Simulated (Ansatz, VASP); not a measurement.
# Two plane-wave programs on Li2S

INCAR

```
SYSTEM = Li2S
PREC = Accurate ; ENCUT = 750
EDIFF = 1E-6 ; ISMEAR = -5
SIGMA = 0.1 ; LREAL = .FALSE.
LASPH = .TRUE. ; NELM = 120
ALGO = Normal ; ISIF = 2
LWAVE = .FALSE. ; LCHARG = .FALSE.
GGA = PE ; ISYM = 0
NBANDS = 13 ; GGA_COMPAT = .FALSE.
```

The input KPOINTS:

```
regular mesh
0
G
  2 2 2
  0 0 0
```

File POSCAR:

```
Li2S
1.0
    0.0000000000      2.8351678429      2.8351678429
    2.8351678429      0.0000000000      2.8351678429
    2.8351678429      2.8351678429      0.0000000000
Li S
2 1
Direct
    0.7500000000      0.7500000000      0.7500000000
    0.2500000000      0.2500000000      0.2500000000
    0.0000000000      0.0000000000      0.0000000000
```

Input for Ansatz:

```yaml
crystal:
  lattice:
    - [0.0, 2.8351678429, 2.8351678429]
    - [2.8351678429, 0.0, 2.8351678429]
    - [2.8351678429, 2.8351678429, 0.0]
  atoms:
    - { symbol: Li, position: [0.75, 0.75, 0.75] }
    - { symbol: Li, position: [0.25, 0.25, 0.25] }
    - { symbol: S, position: [0.0, 0.0, 0.0] }
  symmetry: { detect: false }
basis: {}
kpoints:
  mp_grid: { grid: [2, 2, 2] }
hamiltonian:
  xc: pbe
  pseudopotentials: { kind: nc }
scf:
  occupations: { method: tetrahedron }
  max_iter: 98
output:
  forces: true
  stress: true
  eigenvalues: true
  dos: { method: smearing }
```

Alike in both runs: task single point; functional PBE; k mesh 2 × 2 × 2; occupations tetrahedron; no spin polarisation.

|  | VASP | Ansatz |
| --- | --- | --- |
| version | VASP 6.6.1 | Ansatz 0.2.0 |
| potentials or method | VASP PAW PBE potentials, release 64 (Li_sv, S) | scalar-relativistic, plane waves, norm-conserving potentials |
| plane-wave cutoff (eV) | 750 | 1034 |
| valence electrons in the cell | 12 | 12 |

VASP gave:

```
gap on the k mesh at the Fermi level (eV) : 3.26
least direct gap on the mesh (eV)         : 4.27
pressure (GPa)                            : 3.5
```

Problem. What did Ansatz give for the same quantities?

Solution. gap on the k mesh at the Fermi level (eV): 3.27; least direct gap on the mesh (eV): 4.27; pressure (GPa): 3.6.

With one functional, cell and mesh, what is left measures potentials, basis and numerics. Ansatz's warnings: band table not solved further, product built on unsolved table, tetrahedron derivatives may miss energy slope.

The k mesh is coarse, so the values compare programs but aren't converged.
